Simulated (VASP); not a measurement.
# Mg4S (P-43m) in VASP: relaxation of cell and atoms with PBE

Aim: the relaxation of cell and atoms of Mg4S with PBE.

Program: VASP 6.6.1. These are calculated values, not measurements. Logs are shortened: lines on timing, memory, paths and dates and some standing lists are left out, and cuts for length are marked.

### 1 The cell of the first run

It takes space group P-43m (No. 215, cubic). Conventional cell: a = 4.641 Å, b = 4.641 Å, c = 4.641 Å, α = 90.00°, β = 90.00°, γ = 90.00°. Within 2.7 Å of Mg (site symmetry 3m) lie 1 S at 2.01 Å. S (site symmetry -43m) has 4 Mg at 2.01 Å within 2.7 Å.

The cell was generated, and may not be a known phase.

### 2 Relaxation of cell and atoms, PBE

The input, INCAR:

```
SYSTEM = Mg4S
PREC = Accurate
ENCUT = 600
EDIFF = 1E-7
ISMEAR = 0
SIGMA = 0.2
LREAL = .FALSE.
LASPH = .TRUE.
NELM = 120
ALGO = Normal
ISIF = 3
LWAVE = .FALSE.
LCHARG = .FALSE.
GGA = PE
IBRION = 2
NSW = 36
EDIFFG = -0.08
GGA_COMPAT = .FALSE.
NELMIN = 4
```

The input, KPOINTS:

```
Automatic mesh
0
G
  4 4 4
  0 0 0
```

The input, POSCAR:

```
Mg4S
1.0
    4.6413982800      0.0000000000      0.0000000000
    0.0000000000      4.6413982800      0.0000000000
    0.0000000000      0.0000000000      4.6413982800
Mg S
4 1
Direct
    0.2500000000      0.2500000000      0.2500000000
    0.7500000000      0.7500000000      0.2500000000
    0.2500000000      0.7500000000      0.7500000000
    0.7500000000      0.2500000000      0.7500000000
    0.0000000000      0.0000000000      0.0000000000
```

Potentials or basis: VASP PAW PBE potentials, release 64 (Mg, S).

Run with:

```console
cat potpaw_PBE.64/Mg/POTCAR potpaw_PBE.64/S/POTCAR > POTCAR
mpirun -np 1 vasp_std > vasp.out
```

OUTCAR:

```text
SYSTEM = Mg4S
   PREC = Accurate
   ENCUT = 600
   EDIFF = 1E-7
   ISMEAR = 0
   LREAL = .FALSE.
   LASPH = .TRUE.
   NELM = 120
   ISIF = 3
   GGA = PE
   IBRION = 2
   NSW = 36
   EDIFFG = -0.08
   NELMIN = 4

 ion  position               nearest neighbor table
   1  0.250  0.250  0.250-   5 2.01   3 3.28   4 3.28   2 3.28   3 3.28   4 3.28   2 3.28   3 3.28
                             3 3.28   2 3.28   4 3.28   4 3.28   2 3.28
   2  0.750  0.750  0.250-   5 2.01   3 3.28   4 3.28   1 3.28   3 3.28   4 3.28   1 3.28   4 3.28
                             4 3.28   1 3.28   3 3.28   3 3.28   1 3.28
   3  0.250  0.750  0.750-   5 2.01   2 3.28   4 3.28   1 3.28   1 3.28   2 3.28   1 3.28   4 3.28
                             1 3.28   2 3.28   4 3.28   2 3.28   4 3.28
   4  0.750  0.250  0.750-   5 2.01   2 3.28   3 3.28   1 3.28   1 3.28   2 3.28   2 3.28   3 3.28
                             2 3.28   1 3.28   3 3.28   1 3.28   3 3.28
   5  0.000  0.000  0.000-   1 2.01   2 2.01   3 2.01   4 2.01

  LATTYP: Found a simple cubic cell.
 ALAT       =     4.6413982800

  Lattice vectors:

 A1 = (   4.6413982800,   0.0000000000,   0.0000000000)
 A2 = (   0.0000000000,   4.6413982800,   0.0000000000)
 A3 = (   0.0000000000,   0.0000000000,   4.6413982800)

Analysis of symmetry for initial positions (statically):
=====================================================================
 Subroutine PRICEL returns:
 Original cell was already a primitive cell.

 Routine SETGRP: Setting up the symmetry group for a
 simple cubic supercell.

 Subroutine GETGRP returns: Found 24 space group operations
 (whereof 24 operations were pure point group operations)
 out of a pool of 48 trial point group operations.

The static configuration has the point symmetry T_d .

Analysis of symmetry for dynamics (positions and initial velocities):
=====================================================================
 Subroutine PRICEL returns:
 Original cell was already a primitive cell.

 Routine SETGRP: Setting up the symmetry group for a
 simple cubic supercell.

 Subroutine GETGRP returns: Found 24 space group operations
 (whereof 24 operations were pure point group operations)
 out of a pool of 48 trial point group operations.

The dynamic configuration has the point symmetry T_d .

 Subroutine INISYM returns: Found 24 space group operations
 (whereof 24 operations are pure point group operations),
 and found     1 'primitive' translations

----------------------------------------------------------------------------------------

                                     Primitive cell

  volume of cell :      99.9877

  direct lattice vectors                    reciprocal lattice vectors
     4.641398280  0.000000000  0.000000000     0.215452314  0.000000000  0.000000000
     0.000000000  4.641398280  0.000000000     0.000000000  0.215452314  0.000000000
     0.000000000  0.000000000  4.641398280     0.000000000  0.000000000  0.215452314

  length of vectors
     4.641398280  4.641398280  4.641398280     0.215452314  0.215452314  0.215452314

  position of ions in fractional coordinates (direct lattice)
     0.250000000  0.250000000  0.250000000
     0.750000000  0.750000000  0.250000000
     0.250000000  0.750000000  0.750000000
     0.750000000  0.250000000  0.750000000
     0.000000000  0.000000000  0.000000000

  ion indices of the primitive-cell ions
   primitive index   ion index
                 1           1
                 2           2
                 3           3
                 4           4
                 5           5

----------------------------------------------------------------------------------------

 KPOINTS: Automatic mesh

Automatic generation of k-mesh.
 Grid dimensions read from file:
 generate k-points for:    4    4    4

 Generating k-lattice:

  Cartesian coordinates                     Fractional coordinates (reciprocal lattice)
     0.053863079  0.000000000  0.000000000     0.250000000  0.000000000  0.000000000
     0.000000000  0.053863079  0.000000000     0.000000000  0.250000000  0.000000000
     0.000000000  0.000000000  0.053863079     0.000000000  0.000000000  0.250000000

  Length of vectors
     0.053863079  0.053863079  0.053863079

  Shift w.r.t. Gamma in fractional coordinates (k-lattice)
     0.000000000  0.000000000  0.000000000

 Subroutine IBZKPT returns following result:
 ===========================================

 Found     10 irreducible k-points:

 Following reciprocal coordinates:
            Coordinates               Weight
  0.000000  0.000000  0.000000      1.000000
  0.250000  0.000000  0.000000      6.000000
  0.500000  0.000000  0.000000      3.000000
  0.250000  0.250000  0.000000     12.000000
  0.500000  0.250000  0.000000     12.000000
  0.500000  0.500000  0.000000      3.000000
  0.250000  0.250000  0.250000      8.000000
  0.500000  0.250000  0.250000     12.000000
  0.500000  0.500000  0.250000      6.000000
  0.500000  0.500000  0.500000      1.000000
   k-points           NKPTS =     10   k-points in BZ     NKDIM =     10   number of bands    NBANDS=     11
   number of dos      NEDOS =    301   number of ions     NIONS =      5
   total plane-waves  NPLWV =  64000
   dimension x,y,z NGX =    40 NGY =   40 NGZ =   40
   dimension x,y,z NGXF=    80 NGYF=   80 NGZF=   80
   ions per type =               4   1
   NGX,Y,Z   is equivalent  to a cutoff of  14.33, 14.33, 14.33 a.u.
   NGXF,Y,Z  is equivalent  to a cutoff of  28.65, 28.65, 28.65 a.u.
 SYSTEM =  Mg4S
   PREC   = accura    normal or accurate (medium, high low for compatibility)
   ISTART =      0    job   : 0-new  1-cont  2-samecut
   ICHARG =      2    charge: 1-file 2-atom 10-const
   ISPIN  =      1    spin polarized calculation?
   LNONCOLLINEAR =      F non collinear calculations
   LSORBIT =      F    spin-orbit coupling
   LASPH  =      T    aspherical Exc in radial PAW
   ENCUT  =  600.0 eV  44.10 Ry    6.64 a.u.   9.27  9.27  9.27*2*pi/ulx,y,z
   NELM   =    120;   NELMIN=  4; NELMDL= -5     # of ELM steps
   EDIFF  = 0.1E-06   stopping-criterion for ELM
   LREAL  =      F    real-space projection
   EDIFFG = -.8E-01   stopping-criterion for IOM
   NSW    =     36    number of steps for IOM
   IBRION =      2    ionic relax: 0-MD 1-quasi-New 2-CG
   NFREE  =      1    steps in history (QN), initial steepest desc. (CG)
   ISIF   =      3    stress and relaxation
   ISYM   =      2    0-nonsym 1-usesym 2-fastsym
   POTIM  = 0.5000    time-step for ionic-motion
   TEBEG  =    0.0;   TEEND  =   0.0 temperature during run
   PSTRESS=    0.0 pullay stress
   NELECT =      14.0000    total number of electrons
   NUPDOWN=      -1.0000    fix difference up-down
   EMIN   =  10.00;   EMAX   =-10.00  energy-range for DOS
   EFERMI =   0.00;   METHOD = LEGACY
   ISMEAR =     0;   SIGMA  =   0.20  broadening in eV -4-tet -1-fermi 0-gaus
   EFERMI_NEDOS =   21; number of points for ismear=-14 and -15
   IALGO  =     38    algorithm
   IMIX   =      4    mixing-type and parameters
     AMIX     =   0.40;   BMIX     =  1.00
     AMIX_MAG =   1.60;   BMIX_MAG =  1.00
  volume/ion in A,a.u.               =      20.00       134.95
  Fermi-wavevector in a.u.,A,eV,Ry     =   0.850097  1.606451  9.832462  0.722666
  Thomas-Fermi vector in A             =   1.966021
   LORBIT       =      0    0 simple, 1 ext, 2 COOP (PROOUT), +10 PAW based schemes
   GGA     = PE    functional components
   LHFCALC =     F    Hartree Fock is set to
   AEXX    =    0.0000 exact exchange contribution
   IVDW    =     0    specifies the selected vdW correction
   LEPSILON=     F    determine dielectric tensor
   LRPA    =     F    only Hartree local field effects (RPA)
 conjugate gradient relaxation of ions
 non-spin polarized calculation
 Gauss-broadening in eV      SIGMA  =   0.20
  energy-cutoff  :      600.00
  volume of cell :       99.99
 maximum number of plane-waves:      3362
 NGX is ok and might be reduce to    40
   NGX = 19   NGY = 19   NGZ = 19

--------------------------------------- Ionic step        1  -------------------------------------------

 number of electron      14.0000002 magnetization

 Free energy of the ion-electron system (eV)
  ---------------------------------------------------
  ext. energy  EPLUGINS =         0.00000000
  ---------------------------------------------------
  free energy    TOTEN  =        -7.26715556 eV

  energy without entropy =       -7.24494963  energy(sigma->0) =       -7.25605260

------------------------ aborting loop because EDIFF is reached ----------------------------------------

  FORCE on cell =-STRESS in cart. coord.  units (eV):
  Direction    XX          YY          ZZ          XY          YZ          ZX
  --------------------------------------------------------------------------------------
  -------------------------------------------------------------------------------------
  Total       16.8756232     16.8756232     16.8756232     -0.0000000      0.0000000      0.0000000
  in kB      270.4107110    270.4107110    270.4107110     -0.0000000      0.0000000      0.0000000
  external PRESSURE =     270.4107110 kB  Pullay stress =       0.0000000 kB
[... 258 lines left out ...]
  energy  without entropy=      -11.4109455740  energy(sigma->0) =      -11.43500891

--------------------------------------- Ionic step        8  -------------------------------------------

 number of electron      14.0000001 magnetization

 Free energy of the ion-electron system (eV)
  ---------------------------------------------------
  ext. energy  EPLUGINS =         0.00000000
  ---------------------------------------------------
  free energy    TOTEN  =       -11.46824886 eV

  energy without entropy =      -11.42211503  energy(sigma->0) =      -11.44518194

 E-fermi :   2.3868     XC(G=0):  -8.2366

 val. band max:        2.3076082867   @ k =   0.2500   0.2500   0.2500
 cond. band min:       2.5972867250   @ k =   0.2500   0.0000   0.0000
 fundamental gap:      0.2896784383
 Fermi energy:         2.3867957505

 k-point     1 :       0.0000    0.0000    0.0000
  band No.  band energies     occupation
      1     -10.7402      2.00000
      2      -2.3929      2.00000
      3      -1.4304      2.00000
      4      -1.4304      2.00000
      5      -1.4304      2.00000
      6       2.2506      1.66442
      7       2.2506      1.66442
      8       4.4026      0.00000
      9       4.4323      0.00000
     10       4.4323      0.00000
     11       4.4323      0.00000
[... 156 lines left out ...]
  FREE ENERGIE OF THE ION-ELECTRON SYSTEM (eV)
  ---------------------------------------------------
  free  energy   TOTEN  =       -11.4682488596 eV

  energy  without entropy=      -11.4221150257  energy(sigma->0) =      -11.44518194

 reached required accuracy - stopping structural energy minimisation
```

It took 67 s on 1 thread of AMD EPYC 9R45 (Zen 5), shared host; peak memory 0.21 GiB.

Results:

```
Free energy                           : -11.4682 eV
Relaxed volume                        : 24.83 Å³/atom
Relaxed cell                          : a = 4.989 Å, b = 4.989 Å, c = 4.989 Å, α = 90.00°, β = 90.00°, γ = 90.00°
Space group after relaxing (to 0.1 Å) : P-43m (No. 215)
Energy gained by relaxing             : 840.2 meV/atom
Ionic steps                           : 8
Pressure after relaxing               : 0.1 GPa
Band gap on the k mesh                : zero (bands 7 and 8 overlap by 2.68 eV)
```

Step by step:
```tsv
step	energy change (eV)	largest force (eV/Å)	pressure (GPa)	volume (Å³)
1	0.0000	6.3501	27.04	99.99
2	-3.4667	0.4718	-5.45	157.21
3	-4.0860	0.4526	-1.51	133.19
4	-4.0852	0.4982	-1.30	132.47
5	-4.1480	0.4011	-0.66	128.70
6	-4.1912	0.1458	0.90	121.82
7	-4.1919	0.1823	0.69	122.62
8	-4.2011	0.0021	0.06	124.15
```

Final structure:
```
CELL_PARAMETERS angstrom
4.98865 0.00000 0.00000
0.00000 4.98865 0.00000
0.00000 0.00000 4.98865
ATOMIC_POSITIONS crystal
Mg 0.28356 0.28356 0.28356
Mg 0.71644 0.71644 0.28356
Mg 0.28356 0.71644 0.71644
Mg 0.71644 0.28356 0.71644
S 0.00000 0.00000 0.00000
```

Levels at points of the mesh, in eV from the Fermi level:
| k point | band 5 | band 6 | band 7 | band 8 | band 9 | band 10 |
| --- | --- | --- | --- | --- | --- | --- |
| (0.00, 0.00, 0.00) | -3.82 | -0.14 | -0.14 | 2.02 | 2.05 | 2.05 |
| (0.50, 0.00, 0.00) | -2.41 | -2.31 | 1.10 | 1.44 | 1.54 | 1.54 |
| (0.50, 0.50, 0.00) | -3.37 | -0.38 | -0.38 | 0.23 | 1.89 | 2.94 |
| (0.50, 0.50, 0.50) | -2.31 | -1.57 | -1.57 | -1.57 | 2.75 | 2.75 |

Caveat: the volume moved by over 15 % at a fixed basis, so the end points are rough.

The gap in the log of VASP goes by the Fermi energy; the results here count the filled bands.